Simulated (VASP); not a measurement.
# Ca3AsP (Pm-3m) in VASP: further runs

Ca3AsP is run at these levels: RPBE, r2SCAN, PBE; tasks: single point.

Program: VASP 6.6.1. These are calculated values, not measurements. Logs are shortened: lines on timing, memory, paths and dates and some standing lists are left out, and cuts for length are marked.

### Step 1. The cell of the first run

Symmetry: Pm-3m, No. 221, cubic system. The conventional cell has a = 5.334 Å, b = 5.334 Å, c = 5.334 Å, α = 90.00°, β = 90.00°, γ = 90.00°. Within 3.5 Å of Ca (site symmetry 4/mmm) lie 2 P at 2.67 Å. Within 3.5 Å of P (site symmetry m-3m) lie 6 Ca at 2.67 Å. Within 5.0 Å of As (site symmetry m-3m) lie 12 Ca at 3.77 Å and 8 P at 4.62 Å.

### Step 2. Single point, RPBE

Contents of INCAR:

```
ALGO = Normal ; EDIFF = 1E-6
ENCUT = 500 ; GGA = RP
GGA_COMPAT = F ; ISIF = 2
ISMEAR = -1 ; LASPH = T
LCHARG = T ; LELF = T
LREAL = F ; LVHAR = T
LWAVE = F ; NBANDS = 28
NELM = 120 ; PREC = Accurate
SIGMA = 0.1
```

Contents of KPOINTS:

```
Automatic mesh
0
Gamma
  1 1 1
  0.5 0.5 0
```

Contents of POSCAR:

```
Ca3AsP
1.0
    5.3338990000      0.0000000000      0.0000000000
    0.0000000000      5.3338990000      0.0000000000
    0.0000000000      0.0000000000      5.3338990000
Ca P As
3 1 1
Direct
    0.0000000000      0.5000000000      0.5000000000
    0.5000000000      0.0000000000      0.5000000000
    0.5000000000      0.5000000000      0.0000000000
    0.5000000000      0.5000000000      0.5000000000
    0.0000000000      0.0000000000      0.0000000000
```

Potentials or basis: VASP PAW PBE potentials, release 64 (Ca_sv, P, As).

Started as:

```bash
> cat potpaw_PBE.64/Ca_sv/POTCAR potpaw_PBE.64/P/POTCAR potpaw_PBE.64/As/POTCAR > POTCAR
> mpirun -np 1 vasp_std > vasp.out
```

OUTCAR:

```text
EDIFF = 1E-6
   ENCUT = 500
   GGA = RP
   ISIF = 2
   ISMEAR = -1
   LASPH = T
   LREAL = F
   NELM = 120
   PREC = Accurate

 ion  position               nearest neighbor table
   1  0.000  0.500  0.500-   4 2.67   4 2.67
   2  0.500  0.000  0.500-   4 2.67   4 2.67
   3  0.500  0.500  0.000-   4 2.67   4 2.67
   4  0.500  0.500  0.500-   1 2.67   2 2.67   3 2.67   3 2.67   2 2.67   1 2.67
   5  0.000  0.000  0.000-

  LATTYP: Found a simple cubic cell.
 ALAT       =     5.3338990000

  Lattice vectors:

 A1 = (   5.3338990000,   0.0000000000,   0.0000000000)
 A2 = (   0.0000000000,   5.3338990000,   0.0000000000)
 A3 = (   0.0000000000,   0.0000000000,   5.3338990000)

Analysis of symmetry for initial positions (statically):
=====================================================================
 Subroutine PRICEL returns:
 Original cell was already a primitive cell.

 Routine SETGRP: Setting up the symmetry group for a
 simple cubic supercell.

 Subroutine GETGRP returns: Found 48 space group operations
 (whereof 48 operations were pure point group operations)
 out of a pool of 48 trial point group operations.

The static configuration has the point symmetry O_h .

Analysis of symmetry for dynamics (positions and initial velocities):
=====================================================================
 Subroutine PRICEL returns:
 Original cell was already a primitive cell.

 Routine SETGRP: Setting up the symmetry group for a
 simple cubic supercell.

 Subroutine GETGRP returns: Found 48 space group operations
 (whereof 48 operations were pure point group operations)
 out of a pool of 48 trial point group operations.

The dynamic configuration has the point symmetry O_h .

 Subroutine INISYM returns: Found 48 space group operations
 (whereof 48 operations are pure point group operations),
 and found     1 'primitive' translations

----------------------------------------------------------------------------------------

                                     Primitive cell

  volume of cell :     151.7520

  direct lattice vectors                    reciprocal lattice vectors
     5.333899000  0.000000000  0.000000000     0.187480115  0.000000000  0.000000000
     0.000000000  5.333899000  0.000000000     0.000000000  0.187480115  0.000000000
     0.000000000  0.000000000  5.333899000     0.000000000  0.000000000  0.187480115

  length of vectors
     5.333899000  5.333899000  5.333899000     0.187480115  0.187480115  0.187480115

  position of ions in fractional coordinates (direct lattice)
     0.000000000  0.500000000  0.500000000
     0.500000000  0.000000000  0.500000000
     0.500000000  0.500000000  0.000000000
     0.500000000  0.500000000  0.500000000
     0.000000000  0.000000000  0.000000000

  ion indices of the primitive-cell ions
   primitive index   ion index
                 1           1
                 2           2
                 3           3
                 4           4
                 5           5

----------------------------------------------------------------------------------------

 KPOINTS: Automatic mesh

Automatic generation of k-mesh.
 Grid dimensions read from file:
 generate k-points for:    1    1    1

 Generating k-lattice:

  Cartesian coordinates                     Fractional coordinates (reciprocal lattice)
     0.187480115  0.000000000  0.000000000     1.000000000  0.000000000  0.000000000
     0.000000000  0.187480115  0.000000000     0.000000000  1.000000000  0.000000000
     0.000000000  0.000000000  0.187480115     0.000000000  0.000000000  1.000000000

  Length of vectors
     0.187480115  0.187480115  0.187480115

  Shift w.r.t. Gamma in fractional coordinates (k-lattice)
     0.500000000  0.500000000  0.000000000

 Subroutine IBZKPT returns following result:
 ===========================================

 Found      1 irreducible k-points:

 Following reciprocal coordinates:
            Coordinates               Weight
  0.500000  0.500000  0.000000      3.000000
   k-points           NKPTS =      1   k-points in BZ     NKDIM =      1   number of bands    NBANDS=     28
   number of dos      NEDOS =    301   number of ions     NIONS =      5
   total plane-waves  NPLWV =  64000
   dimension x,y,z NGX =    40 NGY =   40 NGZ =   40
   dimension x,y,z NGXF=    80 NGYF=   80 NGZF=   80
   ions per type =               3   1   1
   NGX,Y,Z   is equivalent  to a cutoff of  12.47, 12.47, 12.47 a.u.
   NGXF,Y,Z  is equivalent  to a cutoff of  24.93, 24.93, 24.93 a.u.
 SYSTEM =  unknown system
   PREC   = accura    normal or accurate (medium, high low for compatibility)
   ISTART =      0    job   : 0-new  1-cont  2-samecut
   ICHARG =      2    charge: 1-file 2-atom 10-const
   ISPIN  =      1    spin polarized calculation?
   LNONCOLLINEAR =      F non collinear calculations
   LSORBIT =      F    spin-orbit coupling
   LASPH  =      T    aspherical Exc in radial PAW
   ENCUT  =  500.0 eV  36.75 Ry    6.06 a.u.   9.72  9.72  9.72*2*pi/ulx,y,z
   NELM   =    120;   NELMIN=  2; NELMDL= -5     # of ELM steps
   EDIFF  = 0.1E-05   stopping-criterion for ELM
   LREAL  =      F    real-space projection
   EDIFFG = 0.1E-04   stopping-criterion for IOM
   NSW    =      0    number of steps for IOM
   IBRION =     -1    ionic relax: 0-MD 1-quasi-New 2-CG
   NFREE  =      0    steps in history (QN), initial steepest desc. (CG)
   ISIF   =      2    stress and relaxation
   ISYM   =      2    0-nonsym 1-usesym 2-fastsym
   POTIM  = 0.5000    time-step for ionic-motion
   TEBEG  =    0.0;   TEEND  =   0.0 temperature during run
   PSTRESS=    0.0 pullay stress
   NELECT =      40.0000    total number of electrons
   NUPDOWN=      -1.0000    fix difference up-down
   EMIN   =  10.00;   EMAX   =-10.00  energy-range for DOS
   EFERMI =   0.00;   METHOD = LEGACY
   ISMEAR =    -1;   SIGMA  =   0.10  broadening in eV -4-tet -1-fermi 0-gaus
   EFERMI_NEDOS =   21; number of points for ismear=-14 and -15
   IALGO  =     38    algorithm
   IMIX   =      4    mixing-type and parameters
     AMIX     =   0.40;   BMIX     =  1.00
     AMIX_MAG =   1.60;   BMIX_MAG =  1.00
  volume/ion in A,a.u.               =      30.35       204.81
  Fermi-wavevector in a.u.,A,eV,Ry     =   1.049663  1.983576 14.990806  1.101793
  Thomas-Fermi vector in A             =   2.184635
   LORBIT       =      0    0 simple, 1 ext, 2 COOP (PROOUT), +10 PAW based schemes
   GGA     = RP    functional components
   LHFCALC =     F    Hartree Fock is set to
   AEXX    =    0.0000 exact exchange contribution
   IVDW    =     0    specifies the selected vdW correction
   LEPSILON=     F    determine dielectric tensor
   LRPA    =     F    only Hartree local field effects (RPA)
 non-spin polarized calculation
  energy-cutoff  :      500.00
  volume of cell :      151.75
 maximum number of plane-waves:      3900
 NGX is ok and might be reduce to    40
   NGX = 19   NGY = 19   NGZ = 19

 number of electron      39.9999982 magnetization

 Free energy of the ion-electron system (eV)
  ---------------------------------------------------
  ext. energy  EPLUGINS =         0.00000000
  ---------------------------------------------------
  free energy    TOTEN  =       -20.16710228 eV

  energy without entropy =      -20.16709103  energy(sigma->0) =      -20.16709665

 E-fermi :   3.3504     XC(G=0):  -8.2502

 val. band max:        2.0278906863   @ k =   0.5000   0.5000   0.0000
 cond. band min:       4.7746090725   @ k =   0.5000   0.5000   0.0000
 fundamental gap:      2.7467183862
 Fermi energy:         3.3504126160

 k-point     1 :       0.5000    0.5000    0.0000
  band No.  band energies     occupation
      1     -38.3770      2.00000
      2     -38.3769      2.00000
      3     -38.3769      2.00000
      4     -19.4622      2.00000
      5     -19.4120      2.00000
      6     -19.4047      2.00000
[... 20 lines left out ...]
     27       6.4246      0.00000
     28       6.4910      0.00000

------------------------ aborting loop because EDIFF is reached ----------------------------------------

  FORCE on cell =-STRESS in cart. coord.  units (eV):
  Direction    XX          YY          ZZ          XY          YZ          ZX
  --------------------------------------------------------------------------------------
  -------------------------------------------------------------------------------------
  Total       -1.4758392     -1.4758392     -1.4758392      0.0000000      0.0000000     -0.0000000
  in kB      -15.5817147    -15.5817147    -15.5817147      0.0000000      0.0000000     -0.0000000
  external PRESSURE =     -15.5817147 kB  Pullay stress =       0.0000000 kB

 VOLUME and BASIS-vectors are now :
 -----------------------------------------------------------------------------
  energy-cutoff  :      500.00
  volume of cell :      151.75
      direct lattice vectors                 reciprocal lattice vectors
     5.333899000  0.000000000  0.000000000     0.187480115  0.000000000  0.000000000
     0.000000000  5.333899000  0.000000000     0.000000000  0.187480115  0.000000000
     0.000000000  0.000000000  5.333899000     0.000000000  0.000000000  0.187480115

 POSITION                                       TOTAL-FORCE (eV/Angst)
 -----------------------------------------------------------------------------------
      0.00000      2.66695      2.66695         0.000000      0.000000      0.000000
      2.66695      0.00000      2.66695         0.000000      0.000000      0.000000
      2.66695      2.66695      0.00000         0.000000      0.000000      0.000000
      2.66695      2.66695      2.66695         0.000000      0.000000      0.000000
      0.00000      0.00000      0.00000         0.000000      0.000000      0.000000
 -----------------------------------------------------------------------------------
    total drift:                               -0.000000     -0.000000     -0.000000

  FREE ENERGIE OF THE ION-ELECTRON SYSTEM (eV)
  ---------------------------------------------------
  free  energy   TOTEN  =       -20.1671022791 eV

  energy  without entropy=      -20.1670910252  energy(sigma->0) =      -20.16709665
```

Run time: 13 s. Hardware: 1 thread of Intel Xeon Platinum 8375C at 2.90GHz (Ice Lake), shared host; peak memory 0.23 GiB.

What came out:

```
Free energy : -20.1671 eV
Pressure    : -1.6 GPa
```

Levels at points of the mesh, in eV from the Fermi level:
```csv
k point,band 18,band 19,band 20,band 21,band 22,band 23
"(0.50, 0.50, 0.00)",-1.70,-1.70,-1.32,1.42,1.42,1.44
```

Caveat: the k points lie up to 1.18 Å⁻¹ apart, too coarse for converged energies, forces and pressures; the PAW data sets were made with another functional, which shifts forces and pressure a little.

### Step 3. Single point, r2SCAN

POSCAR is that of step 2.

Contents of INCAR.step1:

```
SYSTEM = Ca3AsP
PREC = Accurate ; ENCUT = 550
ISMEAR = 0 ; SIGMA = 0.1
LREAL = .False. ; LASPH = .True.
NELM = 120 ; NBANDS = 28
GGA = PE ; ALGO = Normal
EDIFF = 1E-5 ; LWAVE = .True.
LCHARG = .False. ; GGA_COMPAT = .False.
```

Contents of INCAR.step2:

```
SYSTEM = Ca3AsP
PREC = Accurate ; ENCUT = 550
EDIFF = 1E-6 ; ISMEAR = 0
SIGMA = 0.1 ; LREAL = .False.
LASPH = .True. ; NELM = 120
ALGO = Normal ; ISIF = 2
LWAVE = .False. ; LCHARG = .False.
METAGGA = R2SCAN ; LMIXTAU = .True.
NBANDS = 28 ; ISTART = 1
GGA_COMPAT = .False.
```

Contents of KPOINTS:

```
regular mesh
0
Gamma
  1 1 1
  0 0 0
```

Potentials or basis: VASP PAW PBE potentials, release 64 (Ca_sv, P, As).

Started as:

```bash
> cat potpaw_PBE.64/Ca_sv/POTCAR potpaw_PBE.64/P/POTCAR potpaw_PBE.64/As/POTCAR > POTCAR
> cp INCAR.step1 INCAR
> mpirun -np 1 vasp_gam > vasp.out
> cp INCAR.step2 INCAR
> mpirun -np 1 vasp_gam > vasp.out
```

OUTCAR:

```text
SYSTEM = Ca3AsP
   PREC = Accurate
   ENCUT = 550
   EDIFF = 1E-6
   ISMEAR = 0
   LREAL = .False.
   LASPH = .True.
   NELM = 120
   ISIF = 2
   METAGGA = R2SCAN
   ISTART = 1

 ion  position               nearest neighbor table
   1  0.000  0.500  0.500-   4 2.67   4 2.67
   2  0.500  0.000  0.500-   4 2.67   4 2.67
   3  0.500  0.500  0.000-   4 2.67   4 2.67
   4  0.500  0.500  0.500-   1 2.67   2 2.67   3 2.67   3 2.67   2 2.67   1 2.67
   5  0.000  0.000  0.000-

  LATTYP: Found a simple cubic cell.
 ALAT       =     5.3338990000

  Lattice vectors:

 A1 = (   5.3338990000,   0.0000000000,   0.0000000000)
 A2 = (   0.0000000000,   5.3338990000,   0.0000000000)
 A3 = (   0.0000000000,   0.0000000000,   5.3338990000)

Analysis of symmetry for initial positions (statically):
=====================================================================
 Subroutine PRICEL returns:
 Original cell was already a primitive cell.

 Routine SETGRP: Setting up the symmetry group for a
 simple cubic supercell.

 Subroutine GETGRP returns: Found 48 space group operations
 (whereof 48 operations were pure point group operations)
 out of a pool of 48 trial point group operations.

The static configuration has the point symmetry O_h .

Analysis of symmetry for dynamics (positions and initial velocities):
=====================================================================
 Subroutine PRICEL returns:
 Original cell was already a primitive cell.

 Routine SETGRP: Setting up the symmetry group for a
 simple cubic supercell.

 Subroutine GETGRP returns: Found 48 space group operations
 (whereof 48 operations were pure point group operations)
 out of a pool of 48 trial point group operations.

The dynamic configuration has the point symmetry O_h .

[... 97 lines left out ...]
   IALGO  =     38    algorithm
   IMIX   =      4    mixing-type and parameters
     AMIX     =   0.40;   BMIX     =  1.00
     AMIX_MAG =   1.60;   BMIX_MAG =  1.00
  volume/ion in A,a.u.               =      30.35       204.81
  Fermi-wavevector in a.u.,A,eV,Ry     =   1.049663  1.983576 14.990806  1.101793
  Thomas-Fermi vector in A             =   2.184635
   LORBIT       =      0    0 simple, 1 ext, 2 COOP (PROOUT), +10 PAW based schemes
   METAGGA = R2SCAN    functional components
   LHFCALC =     F    Hartree Fock is set to
   AEXX    =    0.0000 exact exchange contribution
   IVDW    =     0    specifies the selected vdW correction
   LEPSILON=     F    determine dielectric tensor
   LRPA    =     F    only Hartree local field effects (RPA)
 non-spin polarized calculation
 Gauss-broadening in eV      SIGMA  =   0.10
  energy-cutoff  :      550.00
  volume of cell :      151.75
 maximum number of plane-waves:      2229
 NGX is ok and might be reduce to    42
   NGX = 21   NGY = 21   NGZ = 21

 number of electron      39.9999996 magnetization

 Free energy of the ion-electron system (eV)
  ---------------------------------------------------
  ext. energy  EPLUGINS =         0.00000000
  ---------------------------------------------------
  free energy    TOTEN  =       -39.13031878 eV

  energy without entropy =      -38.96586613  energy(sigma->0) =      -39.04809246

 E-fermi :   3.2953     XC(G=0):  -8.7546

 val. band max:        3.2925546467   @ k =   0.0000   0.0000   0.0000
 cond. band min:       3.6447813443   @ k =   0.0000   0.0000   0.0000
 fundamental gap:      0.3522266976
 Fermi energy:         3.2952676782

 k-point     1 :       0.0000    0.0000    0.0000
  band No.  band energies     occupation
      1     -41.0127      2.00000
      2     -40.9893      2.00000
      3     -40.9893      2.00000
      4     -21.1966      2.00000
      5     -21.1966      2.00000
      6     -21.1966      2.00000
[... 20 lines left out ...]
     27       6.1943      0.00000
     28       6.1943      0.00000

------------------------ aborting loop because EDIFF is reached ----------------------------------------

  FORCE on cell =-STRESS in cart. coord.  units (eV):
  Direction    XX          YY          ZZ          XY          YZ          ZX
  --------------------------------------------------------------------------------------
  -------------------------------------------------------------------------------------
  Total       15.5034302     15.5034302     15.5034302     -0.0000000      0.0000000      0.0000000
  in kB      163.6831664    163.6831664    163.6831664     -0.0000000      0.0000000      0.0000000
  external PRESSURE =     163.6831664 kB  Pullay stress =       0.0000000 kB

 VOLUME and BASIS-vectors are now :
 -----------------------------------------------------------------------------
  energy-cutoff  :      550.00
  volume of cell :      151.75
      direct lattice vectors                 reciprocal lattice vectors
     5.333899000  0.000000000  0.000000000     0.187480115  0.000000000  0.000000000
     0.000000000  5.333899000  0.000000000     0.000000000  0.187480115  0.000000000
     0.000000000  0.000000000  5.333899000     0.000000000  0.000000000  0.187480115

 POSITION                                       TOTAL-FORCE (eV/Angst)
 -----------------------------------------------------------------------------------
      0.00000      2.66695      2.66695         0.000000      0.000000      0.000000
      2.66695      0.00000      2.66695         0.000000      0.000000      0.000000
      2.66695      2.66695      0.00000         0.000000      0.000000      0.000000
      2.66695      2.66695      2.66695         0.000000      0.000000      0.000000
      0.00000      0.00000      0.00000         0.000000      0.000000      0.000000
 -----------------------------------------------------------------------------------
    total drift:                                0.000000     -0.000000      0.000000

  FREE ENERGIE OF THE ION-ELECTRON SYSTEM (eV)
  ---------------------------------------------------
  free  energy   TOTEN  =       -39.1303187821 eV

  energy  without entropy=      -38.9658661310  energy(sigma->0) =      -39.04809246
```

It took 55 s on 1 thread of Intel Xeon Platinum 8375C at 2.90GHz (Ice Lake), shared host; peak memory 0.28 GiB.

Results:

```
Free energy : -39.1303 eV
Pressure    : 16.4 GPa
```

Levels at points of the mesh, in eV from the Fermi level:
```
           k point  band 19  band 20  band 21  band 22  band 23  band 24
(0.00, 0.00, 0.00)    -0.07    -0.07     0.00     0.35     0.35     0.39
```

Caveat: the k points lie up to 1.18 Å⁻¹ apart, too coarse for converged energies, forces and pressures; the PAW data sets were made with another functional, which shifts forces and pressure a little.

[end of part 1 of 2]
